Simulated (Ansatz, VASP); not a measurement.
# Two plane-wave programs on GaAs

The input INCAR:

```
PREC     = Accurate       # precision mode
ENCUT    = 520            # plane-wave cutoff, eV
EDIFF    = 1E-7           # SCF threshold, eV
ISMEAR   = 0              # smearing method
SIGMA    = 0.02           # smearing width, eV
LREAL    = F              # projectors in reciprocal space
LASPH    = T              # aspherical terms in the spheres
NELM     = 100            # most SCF steps
ALGO     = Normal         # electronic algorithm
ISIF     = 2              # what is computed and relaxed
LWAVE    = F              # write WAVECAR
LCHARG   = T              # write CHGCAR
LELF     = T              # ELF
LVHAR    = T            
NBANDS   = 16             # bands
```

KPOINTS

```
regular mesh
0
Gamma
  12 12 12
```

The input POSCAR:

```
GaAs
1.0
    0.0000000000      2.8016907950      2.8016907950
    2.8016907950      0.0000000000      2.8016907950
    2.8016907950      2.8016907950      0.0000000000
Ga As
1 1
Direct
    0.0000000000      0.0000000000      0.0000000000
    0.7500000000      0.7500000000      0.7500000000
```

Input for Ansatz:

```yaml
crystal:
  lattice:
    - [0.0, 2.801690795, 2.801690795]
    - [2.801690795, 0.0, 2.801690795]
    - [2.801690795, 2.801690795, 0.0]
  atoms:
    - { symbol: Ga, position: [0.0, 0.0, 0.0] }
    - { symbol: As, position: [0.75, 0.75, 0.75] }
basis:
  ecutwfc: 420
kpoints:
  mp_grid: { grid: [12, 12, 12] }
  band_path:
    path:
      - [[0.0, 0.0, 0.0], [-0.5, -0.5, 0.0], [-0.375, -0.375, 0.25]]
      - [[-0.375, 0.0, 0.375], [0.0, 0.0, 0.0], [0.0, 0.0, 0.5], [-0.5, -0.25, 0.25], [-0.5, -0.5, 0.0]]
    npoints: 10
hamiltonian:
  xc: lda
scf:
  occupations: { method: gaussian, width: 0.02 }
  n_extra_bands: 7
output:
  forces: true
  stress: true
  eigenvalues: true
```

Alike in both runs: task single point; functional LDA; k mesh 12 × 12 × 12; occupations gaussian, width 0.02 eV; no spin polarisation.

```csv
,VASP,Ansatz
version,VASP 6.6.1,Ansatz 0.2.0
potentials or method,"VASP PAW LDA potentials, release 64 (Ga_d, As), cutoff 520 eV","scalar-relativistic, plane waves, PAW"
valence electrons in the cell,18,28
```

```tsv
	VASP	Ansatz	Ansatz less VASP
gap on the k mesh at the Fermi level (eV)	0.54	0.49	-0.049
least direct gap on the mesh (eV)	0.54	0.49	-0.049
pressure (GPa)	0.3	0.0	-0.32
```

LDA's correlation is that of Perdew and Zunger in VASP and of Perdew and Wang (1992) in Ansatz. VASP's potentials hold 18 valence electrons a cell and Ansatz's 28, so a difference there can come from the potentials and not from the codes.
